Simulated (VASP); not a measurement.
# Li7S (R3m) in VASP: notebook, part 2 of 3

VASP 6.6.1. Earlier steps stand in the parts before.

### Step 3. Single point, PBE

This run uses another cell than the first one, of 21.02 Å³/atom.

File INCAR:

```
PREC = Accurate
ENCUT = 520
EDIFF = 1E-7
ISMEAR = 0
SIGMA = 0.1
LREAL = False
LASPH = True
NELM = 60
ALGO = Normal
ISIF = 2
LWAVE = False
LCHARG = True
GGA = PE
LELF = True
LVHAR = True
NBANDS = 24
```

File KPOINTS:

```
Automatic mesh
0
Gamma
  6 6 6
```

File POSCAR:

```
Li7S
1.0
    2.9855102014      1.7236851184      5.4450109486
   -2.9855102014      1.7236851184      5.4450109486
    0.0000000000     -3.4473702369      5.4450109486
Li S
7 1
Direct
    0.7781300951      0.2742454701      0.7781300951
    0.7781300951      0.7781300951      0.2742454701
    0.2742454701      0.7781300951      0.7781300951
    0.5853844455      0.0935195051      0.5853844455
    0.5853844455      0.5853844455      0.0935195051
    0.0935195051      0.5853844455      0.5853844455
    0.1915813497      0.1915813497      0.1915813497
    0.5165454438      0.5165454438      0.5165454438
```

Potentials or basis: VASP PAW PBE potentials, release 64 (Li_sv, S).

Run with:

```sh
$ cat potpaw_PBE.64/Li_sv/POTCAR potpaw_PBE.64/S/POTCAR > POTCAR
$ mpirun -np 1 vasp_std > vasp.out
```

OUTCAR:

```text
PREC = Accurate
   ENCUT = 520
   EDIFF = 1E-7
   ISMEAR = 0
   LREAL = False
   LASPH = True
   NELM = 60
   ISIF = 2
   GGA = PE

 ion  position               nearest neighbor table
   1  0.778  0.274  0.778-   8 2.31
   2  0.778  0.778  0.274-   8 2.31
   3  0.274  0.778  0.778-   8 2.31
   4  0.585  0.094  0.585-   8 2.30
   5  0.585  0.585  0.094-   8 2.30
   6  0.094  0.585  0.585-   8 2.30
   7  0.192  0.192  0.192-
   8  0.517  0.517  0.517-   4 2.30   6 2.30   5 2.30   2 2.31   3 2.31   1 2.31

  LATTYP: Found a trigonal (rhomboedric) cell.
 ALAT       =     6.4445718074
 COS(alpha) =     0.5707809584

  Lattice vectors:

 A1 = (   2.9855102014,   1.7236851184,   5.4450109486)
 A2 = (  -2.9855102014,   1.7236851184,   5.4450109486)
 A3 = (   0.0000000000,  -3.4473702369,   5.4450109486)

Analysis of symmetry for initial positions (statically):
[... 187 lines left out ...]
 val. band max:        1.1213183547   @ k =   0.5000   0.3333   0.1667
 cond. band min:       1.1891777252   @ k =   0.1667   0.0000  -0.0000
 fundamental gap:      0.0678593704
 Fermi energy:         1.1477187784

 k-point     1 :       0.0000    0.0000    0.0000
  band No.  band energies     occupation
      1     -46.5105      2.00000
      2     -45.5014      2.00000
      3     -45.4882      2.00000
      4     -45.4882      2.00000
      5     -45.4376      2.00000
      6     -45.4254      2.00000
[... 637 lines left out ...]
     23       6.5172      0.00000
     24       6.8615      0.00000

 [... further k-points ...]

------------------------ aborting loop because EDIFF is reached ----------------------------------------

  FORCE on cell =-STRESS in cart. coord.  units (eV):
  Direction    XX          YY          ZZ          XY          YZ          ZX
  --------------------------------------------------------------------------------------
  -------------------------------------------------------------------------------------
  Total       -0.0770476     -0.0770476      0.1522379     -0.0000000     -0.0000000      0.0000000
  in kB       -0.7342485     -0.7342485      1.4507979     -0.0000000     -0.0000000      0.0000000
  external PRESSURE =      -0.0058997 kB  Pullay stress =       0.0000000 kB

 VOLUME and BASIS-vectors are now :
 -----------------------------------------------------------------------------
  energy-cutoff  :      520.00
  volume of cell :      168.12
      direct lattice vectors                 reciprocal lattice vectors
     2.985510201  1.723685118  5.445010949     0.167475562  0.096692061  0.061218120
    -2.985510201  1.723685118  5.445010949    -0.167475562  0.096692061  0.061218120
     0.000000000 -3.447370237  5.445010949     0.000000000 -0.193384122  0.061218120

 POSITION                                       TOTAL-FORCE (eV/Angst)
 -----------------------------------------------------------------------------------
      1.50435     -0.86854      9.96712         0.017176     -0.009917     -0.007356
      0.00000      1.73708      9.96712         0.000000      0.019834     -0.007356
     -1.50435     -0.86854      9.96712        -0.017176     -0.009917     -0.007356
      1.46847     -0.84782      6.88406        -0.009649      0.005571      0.013672
      0.00000      1.69564      6.88406         0.000000     -0.011142      0.013672
     -1.46847     -0.84782      6.88406         0.009649      0.005571      0.013672
      0.00000     -0.00000      3.12949         0.000000      0.000000     -0.000448
      0.00000     -0.00000      8.43779         0.000000      0.000000     -0.018498
 -----------------------------------------------------------------------------------
    total drift:                               -0.000000     -0.000000      0.000486

  FREE ENERGIE OF THE ION-ELECTRON SYSTEM (eV)
  ---------------------------------------------------
  free  energy   TOTEN  =       -20.1944686153 eV

  energy  without entropy=      -20.1795918132  energy(sigma->0) =      -20.18703021
```

OSZICAR:

```text
N       E                     dE             d eps       ncg     rms          rms(c)
DAV:   1     0.166833529895E+03    0.16683E+03   -0.11592E+04  1536   0.109E+03
DAV:   2     0.136155988265E+02   -0.15322E+03   -0.14474E+03  1752   0.291E+02
DAV:   3    -0.152793803366E+02   -0.28895E+02   -0.28614E+02  2536   0.727E+01
DAV:   4    -0.206010658912E+02   -0.53217E+01   -0.52731E+01  2624   0.430E+01
DAV:   5    -0.211611508114E+02   -0.56008E+00   -0.56002E+00  2424   0.949E+00    0.527E+00
DAV:   6    -0.203067414035E+02    0.85441E+00   -0.17990E+00  1944   0.480E+00    0.372E+00
DAV:   7    -0.201986519548E+02    0.10809E+00   -0.60991E-01  2192   0.227E+00    0.214E+00
DAV:   8    -0.202013087987E+02   -0.26568E-02   -0.21918E-01  1952   0.145E+00    0.936E-01
DAV:   9    -0.201945547865E+02    0.67540E-02   -0.27876E-02  2128   0.541E-01    0.360E-01
DAV:  10    -0.201944708195E+02    0.83967E-04   -0.42138E-03  2296   0.215E-01    0.169E-01
DAV:  11    -0.201944815590E+02   -0.10740E-04   -0.48447E-04  2408   0.100E-01    0.653E-02
DAV:  12    -0.201944733032E+02    0.82558E-05   -0.66448E-05  2168   0.354E-02    0.505E-02
DAV:  13    -0.201944672183E+02    0.60850E-05   -0.43539E-05  2048   0.205E-02    0.100E-02
DAV:  14    -0.201944686512E+02   -0.14329E-05   -0.70628E-06  2504   0.870E-03    0.672E-03
DAV:  15    -0.201944686153E+02    0.35904E-07   -0.15163E-07  1824   0.196E-03
   1 F= -.20194469E+02 E0= -.20187030E+02  d E =-.148768E-01
```

stdout:

```text
POSCAR found type information on POSCAR LiS
 POSCAR found :  2 types and       8 ions
 scaLAPACK will be used
 LDA part: xc-table for (Slater+PW92), standard interpolation
 POSCAR, INCAR and KPOINTS ok, starting setup
 FFT: planning ... GRIDC
 FFT: planning ... GRID_SOFT
 FFT: planning ... GRID
 WAVECAR not read
 entering main loop
```

Run time: 83 s. Hardware: 1 thread of Intel Xeon 6975P-C (Granite Rapids), shared host; peak memory 0.35 GiB.

What came out:

```yaml
Free_energy: -20.1945 eV
Largest_force: 0.021 eV/Å
Band_gap_on_the_k_mesh: zero (an odd number of electrons rules out a gap without spin polarisation)
```

Forces on the atoms (eV/Å):
```
Li   0.017 -0.010 -0.007
Li   0.000  0.020 -0.007
Li  -0.017 -0.010 -0.007
Li  -0.010  0.006  0.014
Li   0.000 -0.011  0.014
Li   0.010  0.006  0.014
Li   0.000  0.000  0.000
S    0.000  0.000 -0.018
```

Levels at points of the mesh, in eV from the Fermi level:
```csv
k point,band 9,band 10,band 11,band 12,band 13,band 14,band 15,band 16,band 17,band 18
"(0.00, 0.00, 0.00)",-4.05,-3.69,-3.69,-2.59,0.09,1.07,1.07,1.22,1.89,1.89
"(0.50, 0.00, 0.00)",-4.18,-4.03,-3.79,-1.33,-0.96,0.36,0.89,1.31,2.41,2.42
"(0.50, 0.50, 0.00)",-4.18,-4.05,-3.80,-1.22,-0.74,-0.43,1.09,1.14,2.51,3.84
"(0.50, 0.50, 0.50)",-4.26,-3.70,-3.70,-1.55,-1.38,0.71,0.71,1.53,2.44,2.44
```

Caveat: the cutoff is under 1.25 times the usual one of these potentials, so pressure, stress and relaxed cells hold a basis-set (Pulay) error.

(Continued in part 3 of 3.)

The gap in the log of VASP goes by the Fermi energy; the results here count the filled bands.